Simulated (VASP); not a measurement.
Input of a VASP 6.6.1 run:

File INCAR:

```
SYSTEM = LaSi26C27
ALGO = Normal ; EDIFF = 1E-6
EDIFFG = -0.03 ; ENCUT = 520
GGA = PE ; IBRION = 2
ISIF = 2 ; ISMEAR = -1
LASPH = .True. ; LCHARG = .False.
LREAL = Auto ; LUSENCCL = .False.
LWAVE = .False. ; NELECT = 224.0
NELM = 60 ; NSW = 60
PREC = Accurate ; SIGMA = 0.01
```

File KPOINTS:

```
k-points
0
Gamma
  3 3 3
  0 0 0
```

The input POSCAR:

```
LaSi26C27
1.0
    0.0000000000      6.5370000000      6.5370000000
    6.5370000000      0.0000000000      6.5370000000
    6.5370000000      6.5370000000      0.0000000000
La Si C
1 26 27
Direct
    0.0000000000      0.0000000000      0.0000000000
    0.0000000000      0.0000000000      0.3333333333
    0.0000000000      0.0000000000      0.6666666667
    0.0000000000      0.3333333333      0.0000000000
    0.0000000000      0.3333333333      0.3333333333
    0.0000000000      0.3333333333      0.6666666667
    0.0000000000      0.6666666667      0.0000000000
    0.0000000000      0.6666666667      0.3333333333
    0.0000000000      0.6666666667      0.6666666667
    0.3333333333      0.0000000000      0.0000000000
    0.3333333333      0.0000000000      0.3333333333
    0.3333333333      0.0000000000      0.6666666667
    0.3333333333      0.3333333333      0.0000000000
    0.3333333333      0.3333333333      0.3333333333
    0.3333333333      0.3333333333      0.6666666667
    0.3333333333      0.6666666667      0.0000000000
    0.3333333333      0.6666666667      0.3333333333
    0.3333333333      0.6666666667      0.6666666667
    0.6666666667      0.0000000000      0.0000000000
    0.6666666667      0.0000000000      0.3333333333
    0.6666666667      0.0000000000      0.6666666667
    0.6666666667      0.3333333333      0.0000000000
    0.6666666667      0.3333333333      0.3333333333
    0.6666666667      0.3333333333      0.6666666667
    0.6666666667      0.6666666667      0.0000000000
    0.6666666667      0.6666666667      0.3333333333
    0.6666666667      0.6666666667      0.6666666667
    0.0833333333      0.0833333333      0.0833333333
    0.0833333333      0.0833333333      0.4166666667
    0.0833333333      0.0833333333      0.7500000000
    0.0833333333      0.4166666667      0.0833333333
    0.0833333333      0.4166666667      0.4166666667
    0.0833333333      0.4166666667      0.7500000000
    0.0833333333      0.7500000000      0.0833333333
    0.0833333333      0.7500000000      0.4166666667
    0.0833333333      0.7500000000      0.7500000000
    0.4166666667      0.0833333333      0.0833333333
    0.4166666667      0.0833333333      0.4166666667
    0.4166666667      0.0833333333      0.7500000000
    0.4166666667      0.4166666667      0.0833333333
    0.4166666667      0.4166666667      0.4166666667
    0.4166666667      0.4166666667      0.7500000000
    0.4166666667      0.7500000000      0.0833333333
    0.4166666667      0.7500000000      0.4166666667
    0.4166666667      0.7500000000      0.7500000000
    0.7500000000      0.0833333333      0.0833333333
    0.7500000000      0.0833333333      0.4166666667
    0.7500000000      0.0833333333      0.7500000000
    0.7500000000      0.4166666667      0.0833333333
    0.7500000000      0.4166666667      0.4166666667
    0.7500000000      0.4166666667      0.7500000000
    0.7500000000      0.7500000000      0.0833333333
    0.7500000000      0.7500000000      0.4166666667
    0.7500000000      0.7500000000      0.7500000000
```

Potentials or basis: VASP PAW PBE potentials, release 64 (La, Si, C).

Launch:

```console
$ cat potpaw_PBE.64/La/POTCAR potpaw_PBE.64/Si/POTCAR potpaw_PBE.64/C/POTCAR > POTCAR
$ mpirun -np 1 vasp_std > vasp.out
```

(1) Predict the energy gained by relaxing.

Answers

(1) 143.0 meV/atom.

Caveat: the cell carries a net charge on a neutralising background, which shifts energy and pressure.
